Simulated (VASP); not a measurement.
# CsCu4 (Pm-3m) in VASP: a series of runs

The runs below take CsCu4 through single point, relaxation of cell and atoms, with PBE.

All numbers are computed with VASP 6.6.1; they aren't measurements. Logs are shortened: lines on timing, memory, paths and dates and some standing lists are left out, and cuts for length are marked.

## (1) The cell of the first run

Symmetry: Pm-3m, No. 221, cubic system. Conventional cell: a = 4.517 Å, b = 4.517 Å, c = 4.517 Å, α = 90.00°, β = 90.00°, γ = 90.00°. Within 3.0 Å of Cs (site symmetry m-3m) lie 6 Cu at 2.26 Å. Within 3.0 Å of Cu (site symmetry 4/mmm) lie 2 Cs at 2.26 Å. Cu (site symmetry m-3m) has 12 Cu at 3.19 Å and 8 Cs at 3.91 Å within 4.2 Å.

The cell was built from a structure type or drawn by symmetry, and may not be a known phase.

## (2) Single point, PBE

Contents of INCAR:

```
SYSTEM = CsCu4
  PREC = Accurate
  ENCUT = 520
  EDIFF = 1E-7
  ISMEAR = 0
  SIGMA = 0.1
  LREAL = .FALSE.
  LASPH = .TRUE.
  NELM = 60
  ALGO = Normal
  ISIF = 2
  LWAVE = .FALSE.
  LCHARG = .TRUE.
  GGA = PE
  LELF = .TRUE.
  LVHAR = .TRUE.
  NBANDS = 34
```

Contents of KPOINTS:

```
regular mesh
0
G
  4 4 4
  0 0 0
```

Contents of POSCAR:

```
CsCu4
1.0
    4.5171416600      0.0000000000      0.0000000000
    0.0000000000      4.5171416600      0.0000000000
    0.0000000000      0.0000000000      4.5171416600
Cs Cu
1 4
Direct
    0.5000000000      0.5000000000      0.5000000000
    0.0000000000      0.5000000000      0.5000000000
    0.5000000000      0.5000000000      0.0000000000
    0.5000000000      0.0000000000      0.5000000000
    0.0000000000      0.0000000000      0.0000000000
```

Potentials or basis: VASP PAW PBE potentials, release 64 (Cs_sv, Cu).

Command:

```bash
> cat potpaw_PBE.64/Cs_sv/POTCAR potpaw_PBE.64/Cu/POTCAR > POTCAR
> mpirun -np 1 vasp_std > vasp.out
```

OUTCAR:

```text
SYSTEM = CsCu4
   PREC = Accurate
   ENCUT = 520
   EDIFF = 1E-7
   ISMEAR = 0
   LREAL = .FALSE.
   LASPH = .TRUE.
   NELM = 60
   ISIF = 2
   GGA = PE

 ion  position               nearest neighbor table
   1  0.500  0.500  0.500-   2 2.26   3 2.26   4 2.26   3 2.26   4 2.26   2 2.26
   2  0.000  0.500  0.500-   1 2.26   1 2.26
   3  0.500  0.500  0.000-   1 2.26   1 2.26
   4  0.500  0.000  0.500-   1 2.26   1 2.26
   5  0.000  0.000  0.000-

  LATTYP: Found a simple cubic cell.
 ALAT       =     4.5171416600

  Lattice vectors:

 A1 = (   4.5171416600,   0.0000000000,   0.0000000000)
 A2 = (   0.0000000000,   4.5171416600,   0.0000000000)
 A3 = (   0.0000000000,   0.0000000000,   4.5171416600)

Analysis of symmetry for initial positions (statically):
=====================================================================
 Subroutine PRICEL returns:
 Original cell was already a primitive cell.

 Routine SETGRP: Setting up the symmetry group for a
 simple cubic supercell.

 Subroutine GETGRP returns: Found 48 space group operations
 (whereof 48 operations were pure point group operations)
 out of a pool of 48 trial point group operations.

The static configuration has the point symmetry O_h .

Analysis of symmetry for dynamics (positions and initial velocities):
=====================================================================
 Subroutine PRICEL returns:
 Original cell was already a primitive cell.

 Routine SETGRP: Setting up the symmetry group for a
 simple cubic supercell.

 Subroutine GETGRP returns: Found 48 space group operations
 (whereof 48 operations were pure point group operations)
 out of a pool of 48 trial point group operations.

The dynamic configuration has the point symmetry O_h .

 Subroutine INISYM returns: Found 48 space group operations
 (whereof 48 operations are pure point group operations),
 and found     1 'primitive' translations

----------------------------------------------------------------------------------------

                                     Primitive cell

  volume of cell :      92.1703

  direct lattice vectors                    reciprocal lattice vectors
     4.517141660  0.000000000  0.000000000     0.221378933  0.000000000  0.000000000
     0.000000000  4.517141660  0.000000000     0.000000000  0.221378933  0.000000000
     0.000000000  0.000000000  4.517141660     0.000000000  0.000000000  0.221378933

  length of vectors
     4.517141660  4.517141660  4.517141660     0.221378933  0.221378933  0.221378933

  position of ions in fractional coordinates (direct lattice)
     0.500000000  0.500000000  0.500000000
     0.000000000  0.500000000  0.500000000
     0.500000000  0.500000000  0.000000000
     0.500000000  0.000000000  0.500000000
     0.000000000  0.000000000  0.000000000

  ion indices of the primitive-cell ions
   primitive index   ion index
                 1           1
                 2           2
                 3           3
                 4           4
                 5           5

----------------------------------------------------------------------------------------

 KPOINTS: regular mesh

Automatic generation of k-mesh.
 Grid dimensions read from file:
 generate k-points for:    4    4    4

 Generating k-lattice:

  Cartesian coordinates                     Fractional coordinates (reciprocal lattice)
     0.055344733  0.000000000  0.000000000     0.250000000  0.000000000  0.000000000
     0.000000000  0.055344733  0.000000000     0.000000000  0.250000000  0.000000000
     0.000000000  0.000000000  0.055344733     0.000000000  0.000000000  0.250000000

  Length of vectors
     0.055344733  0.055344733  0.055344733

  Shift w.r.t. Gamma in fractional coordinates (k-lattice)
     0.000000000  0.000000000  0.000000000

 Subroutine IBZKPT returns following result:
 ===========================================

 Found     10 irreducible k-points:

 Following reciprocal coordinates:
            Coordinates               Weight
  0.000000  0.000000  0.000000      1.000000
  0.250000  0.000000  0.000000      6.000000
  0.500000  0.000000  0.000000      3.000000
  0.250000  0.250000  0.000000     12.000000
  0.500000  0.250000  0.000000     12.000000
  0.500000  0.500000  0.000000      3.000000
  0.250000  0.250000  0.250000      8.000000
  0.500000  0.250000  0.250000     12.000000
  0.500000  0.500000  0.250000      6.000000
  0.500000  0.500000  0.500000      1.000000
   k-points           NKPTS =     10   k-points in BZ     NKDIM =     10   number of bands    NBANDS=     34
   number of dos      NEDOS =    301   number of ions     NIONS =      5
   total plane-waves  NPLWV =  46656
   dimension x,y,z NGX =    36 NGY =   36 NGZ =   36
   dimension x,y,z NGXF=    72 NGYF=   72 NGZF=   72
   ions per type =               1   4
   NGX,Y,Z   is equivalent  to a cutoff of  13.25, 13.25, 13.25 a.u.
   NGXF,Y,Z  is equivalent  to a cutoff of  26.50, 26.50, 26.50 a.u.
 SYSTEM =  CsCu4
   PREC   = accura    normal or accurate (medium, high low for compatibility)
   ISTART =      0    job   : 0-new  1-cont  2-samecut
   ICHARG =      2    charge: 1-file 2-atom 10-const
   ISPIN  =      1    spin polarized calculation?
   LNONCOLLINEAR =      F non collinear calculations
   LSORBIT =      F    spin-orbit coupling
   LASPH  =      T    aspherical Exc in radial PAW
   ENCUT  =  520.0 eV  38.22 Ry    6.18 a.u.   8.40  8.40  8.40*2*pi/ulx,y,z
   NELM   =     60;   NELMIN=  2; NELMDL= -5     # of ELM steps
   EDIFF  = 0.1E-06   stopping-criterion for ELM
   LREAL  =      F    real-space projection
   EDIFFG = 0.1E-05   stopping-criterion for IOM
   NSW    =      0    number of steps for IOM
   IBRION =     -1    ionic relax: 0-MD 1-quasi-New 2-CG
   NFREE  =      0    steps in history (QN), initial steepest desc. (CG)
   ISIF   =      2    stress and relaxation
   ISYM   =      2    0-nonsym 1-usesym 2-fastsym
   POTIM  = 0.5000    time-step for ionic-motion
   TEBEG  =    0.0;   TEEND  =   0.0 temperature during run
   PSTRESS=    0.0 pullay stress
   NELECT =      53.0000    total number of electrons
   NUPDOWN=      -1.0000    fix difference up-down
   EMIN   =  10.00;   EMAX   =-10.00  energy-range for DOS
   EFERMI =   0.00;   METHOD = LEGACY
   ISMEAR =     0;   SIGMA  =   0.10  broadening in eV -4-tet -1-fermi 0-gaus
   EFERMI_NEDOS =   21; number of points for ismear=-14 and -15
   IALGO  =     38    algorithm
   IMIX   =      4    mixing-type and parameters
     AMIX     =   0.40;   BMIX     =  1.00
     AMIX_MAG =   1.60;   BMIX_MAG =  1.00
  volume/ion in A,a.u.               =      18.43       124.40
  Fermi-wavevector in a.u.,A,eV,Ry     =   1.361350  2.572578 25.215315  1.853273
  Thomas-Fermi vector in A             =   2.487933
   LORBIT       =      0    0 simple, 1 ext, 2 COOP (PROOUT), +10 PAW based schemes
   GGA     = PE    functional components
   LHFCALC =     F    Hartree Fock is set to
   AEXX    =    0.0000 exact exchange contribution
   IVDW    =     0    specifies the selected vdW correction
   LEPSILON=     F    determine dielectric tensor
   LRPA    =     F    only Hartree local field effects (RPA)
 non-spin polarized calculation
 Gauss-broadening in eV      SIGMA  =   0.10
  energy-cutoff  :      520.00
  volume of cell :       92.17
 maximum number of plane-waves:      2517
 NGX is ok and might be reduce to    36
   NGX = 17   NGY = 17   NGZ = 17

 number of electron      53.0000045 magnetization

 Free energy of the ion-electron system (eV)
  ---------------------------------------------------
  ext. energy  EPLUGINS =         0.00000000
  ---------------------------------------------------
  free energy    TOTEN  =        -2.16924954 eV

  energy without entropy =       -2.13873665  energy(sigma->0) =       -2.15399310

 E-fermi :   4.9851     XC(G=0): -10.7373

 val. band max:        4.9751918426   @ k =   0.2500   0.2500   0.2500
 cond. band min:       5.0188345596   @ k =   0.2500   0.0000   0.0000
 fundamental gap:      0.0436427170
 Fermi energy:         4.9850886170

 k-point     1 :       0.0000    0.0000    0.0000
  band No.  band energies     occupation
      1     -19.4230      2.00000
      2      -6.3540      2.00000
      3      -6.3540      2.00000
      4      -6.3540      2.00000
      5      -0.6218      2.00000
      6       0.0331      2.00000
[... 26 lines left out ...]
     33      11.3232      0.00000
     34      11.3571      0.00000

 k-point     2 :       0.2500    0.0000    0.0000
  band No.  band energies     occupation
      1     -19.3602      2.00000
      2      -7.0656      2.00000
      3      -6.3870      2.00000
      4      -6.3870      2.00000
      5      -0.2221      2.00000
      6       0.0621      2.00000
[... 26 lines left out ...]
     33      10.1078      0.00000
     34      11.3623      0.00000

 k-point     3 :       0.5000    0.0000    0.0000
  band No.  band energies     occupation
      1     -19.2956      2.00000
      2      -7.6423      2.00000
      3      -6.4192      2.00000
      4      -6.4192      2.00000
      5       0.0924      2.00000
      6       0.0962      2.00000
[... 26 lines left out ...]
     33      10.4914      0.00000
     34      10.5039      0.00000

 k-point     4 :       0.2500    0.2500    0.0000
  band No.  band energies     occupation
      1     -19.2969      2.00000
      2      -7.0854      2.00000
      3      -7.0730      2.00000
      4      -6.4195      2.00000
      5       0.0826      2.00000
      6       0.2531      2.00000
[... 26 lines left out ...]
     33      11.5598      0.00000
     34      12.0342      0.00000

 k-point     5 :       0.5000    0.2500    0.0000
  band No.  band energies     occupation
      1     -19.2317      2.00000
      2      -7.6459      2.00000
      3      -7.0928      2.00000
      4      -6.4512      2.00000
      5       0.3078      2.00000
      6       0.4577      2.00000
[... 26 lines left out ...]
     33       9.9683      0.00000
     34      10.7267      0.00000

 k-point     6 :       0.5000    0.5000    0.0000
  band No.  band energies     occupation
      1     -19.1659      2.00000
      2      -7.6497      2.00000
      3      -7.6497      2.00000
      4      -6.4826      2.00000
      5       0.5812      2.00000
      6       0.5812      2.00000
[... 26 lines left out ...]
     33      10.4247      0.00000
     34      10.5332      0.00000

 k-point     7 :       0.2500    0.2500    0.2500
  band No.  band energies     occupation
      1     -19.2330      2.00000
      2      -7.1039      2.00000
      3      -7.1039      2.00000
      4      -7.0776      2.00000
      5       0.3434      2.00000
      6       0.4459      2.00000
[... 26 lines left out ...]
     33      10.9585      0.00000
     34      11.9001      0.00000

 k-point     8 :       0.5000    0.2500    0.2500
  band No.  band energies     occupation
      1     -19.1672      2.00000
      2      -7.6533      2.00000
      3      -7.1223      2.00000
      4      -7.0998      2.00000
      5       0.5000      2.00000
      6       0.6714      2.00000
[... 26 lines left out ...]
     33      12.1072      0.00000
     34      12.2211      0.00000

 k-point     9 :       0.5000    0.5000    0.2500
  band No.  band energies     occupation
      1     -19.1007      2.00000
      2      -7.6608      2.00000
      3      -7.6608      2.00000
      4      -7.1293      2.00000
      5       0.7051      2.00000
      6       0.7051      2.00000
[... 26 lines left out ...]
     33      10.2290      0.00000
     34      12.3907      0.00000

 k-point    10 :       0.5000    0.5000    0.5000
  band No.  band energies     occupation
      1     -19.0335      2.00000
      2      -7.6718      2.00000
      3      -7.6718      2.00000
      4      -7.6718      2.00000
      5       0.7510      2.00000
      6       0.7510      2.00000
[... 26 lines left out ...]
     33       9.1299      0.00000
     34      10.8550      0.00000

------------------------ aborting loop because EDIFF is reached ----------------------------------------

  FORCE on cell =-STRESS in cart. coord.  units (eV):
  Direction    XX          YY          ZZ          XY          YZ          ZX
  --------------------------------------------------------------------------------------
  -------------------------------------------------------------------------------------
  Total       16.0885254     16.0885254     16.0885254     -0.0000000     -0.0000000      0.0000000
  in kB      279.6634382    279.6634382    279.6634382     -0.0000000     -0.0000000      0.0000000
  external PRESSURE =     279.6634382 kB  Pullay stress =       0.0000000 kB

 VOLUME and BASIS-vectors are now :
 -----------------------------------------------------------------------------
  energy-cutoff  :      520.00
  volume of cell :       92.17
      direct lattice vectors                 reciprocal lattice vectors
     4.517141660  0.000000000  0.000000000     0.221378933  0.000000000  0.000000000
     0.000000000  4.517141660  0.000000000     0.000000000  0.221378933  0.000000000
     0.000000000  0.000000000  4.517141660     0.000000000  0.000000000  0.221378933

 POSITION                                       TOTAL-FORCE (eV/Angst)
 -----------------------------------------------------------------------------------
      2.25857      2.25857      2.25857         0.000000      0.000000      0.000000
      0.00000      2.25857      2.25857         0.000000      0.000000      0.000000
      2.25857      2.25857      0.00000         0.000000      0.000000      0.000000
      2.25857      0.00000      2.25857         0.000000      0.000000      0.000000
      0.00000      0.00000      0.00000         0.000000      0.000000      0.000000
 -----------------------------------------------------------------------------------
    total drift:                                0.000000      0.000000      0.000000

  FREE ENERGIE OF THE ION-ELECTRON SYSTEM (eV)
  ---------------------------------------------------
  free  energy   TOTEN  =        -2.1692495392 eV

  energy  without entropy=       -2.1387366527  energy(sigma->0) =       -2.15399310
```

Run time: 50 s. Hardware: 1 thread of AMD EPYC 7R43 (Zen 3), shared host; peak memory 0.18 GiB.

Results:

```
Free energy            : -2.1692 eV
Pressure               : 28.0 GPa
Band gap on the k mesh : zero (an odd number of electrons rules out a gap without spin polarisation)
```

Caveat: the cell stands under pressure; spin-orbit coupling is left out, which moves the levels of the heavy elements.

## (3) Single point, PBE

This run uses another cell than the first one, of 32.77 Å³/atom.

Contents of INCAR:

```
SYSTEM = CsCu4
PREC = Accurate
ENCUT = 520
EDIFF = 1E-6
ISMEAR = 0
SIGMA = 0.1
LREAL = .False.
LASPH = .True.
NELM = 100
ALGO = Fast
ISIF = 2
LWAVE = .False.
LCHARG = .True.
GGA = PE
LELF = .True.
LVHAR = .True.
NBANDS = 34
```

Contents of KPOINTS:

```
regular mesh
0
Gamma
  4 4 4
  0 0 0
```

Changes to POSCAR since step 2:

```diff
@@ -2,5 +2,5 @@
 1.0
-    4.5171416600      0.0000000000      0.0000000000
-    0.0000000000      4.5171416600      0.0000000000
-    0.0000000000      0.0000000000      4.5171416600
+    5.4722479358      0.0000000000      0.0000000000
+    0.0000000000      5.4722479358      0.0000000000
+    0.0000000000      0.0000000000      5.4722479358
 Cs Cu
```

Potentials or basis: VASP PAW PBE potentials, release 64 (Cs_sv, Cu).

Command:

```bash
> cat potpaw_PBE.64/Cs_sv/POTCAR potpaw_PBE.64/Cu/POTCAR > POTCAR
> mpirun -np 1 vasp_std > vasp.out
```

It took 80 s on 1 thread of AMD EPYC 7R43 (Zen 3), shared host; peak memory 0.24 GiB.

It converged, with:

```yaml
Free_energy: -5.5879 eV
Pressure: 0.2 GPa
Band_gap_on_the_k_mesh: zero (an odd number of electrons rules out a gap without spin polarisation)
```

Levels at points of the mesh, in eV from the Fermi level:
| k point | band 23 | band 24 | band 25 | band 26 | band 27 | band 28 | band 29 | band 30 | band 31 | band 32 |
| --- | --- | --- | --- | --- | --- | --- | --- | --- | --- | --- |
| (0.00, 0.00, 0.00) | -0.96 | -0.96 | -0.96 | -0.14 | -0.14 | 1.77 | 2.66 | 2.66 | 2.66 | 5.41 |
| (0.50, 0.00, 0.00) | -1.01 | -1.00 | -0.96 | -0.90 | -0.16 | 2.22 | 2.45 | 2.45 | 3.36 | 4.06 |
| (0.50, 0.50, 0.00) | -1.01 | -0.97 | -0.74 | -0.56 | 0.33 | 0.33 | 2.96 | 3.04 | 3.04 | 3.32 |
| (0.50, 0.50, 0.50) | -0.95 | -0.95 | 0.25 | 0.31 | 0.31 | 0.31 | 1.20 | 1.20 | 1.20 | 3.06 |

Caveat: spin-orbit coupling is left out, which moves the levels of the heavy elements.

(Continued in part 2 of 2.)
